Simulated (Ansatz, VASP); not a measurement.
# Sr in VASP and in Ansatz

```
Sr
1.0
    -2.42500    2.24313    2.42500
     2.42500   -2.24313    2.42500
     2.42500    2.24313   -2.42500
Sr
1
Cartesian
  0.0000 0.0000 0.0000
```

Change from the starting cell: strain -0.0750 x Voigt [0, 1, 0, 0, 0, 0], atoms carried along.

Alike in both runs: task single point; functional LDA; k mesh 14 × 14 × 14; occupations gaussian, width 0.15 eV; no spin polarisation.

|  | VASP | Ansatz |
| --- | --- | --- |
| version | VASP 6.6.1 | Ansatz 0.2.0 |
| potentials or method | VASP PAW LDA potentials, release 64 (Sr_sv), cutoff 520 eV | scalar-relativistic, plane waves, PAW |
| valence electrons in the cell | 10 | 10 |

|  | VASP | Ansatz | Ansatz less VASP |
| --- | --- | --- | --- |
| gap on the k mesh at the Fermi level (eV) | none | none | - |
| pressure (GPa) | -1.2 | -1.1 | +0.02 |
| traceless stress, the component that is largest in VASP (GPa) | 0.26 | 0.25 | -0.007 |

LDA's correlation is that of Perdew and Zunger in VASP and of Perdew and Wang (1992) in Ansatz. A gap of «none» marks a metal or a gap that the smearing closes.
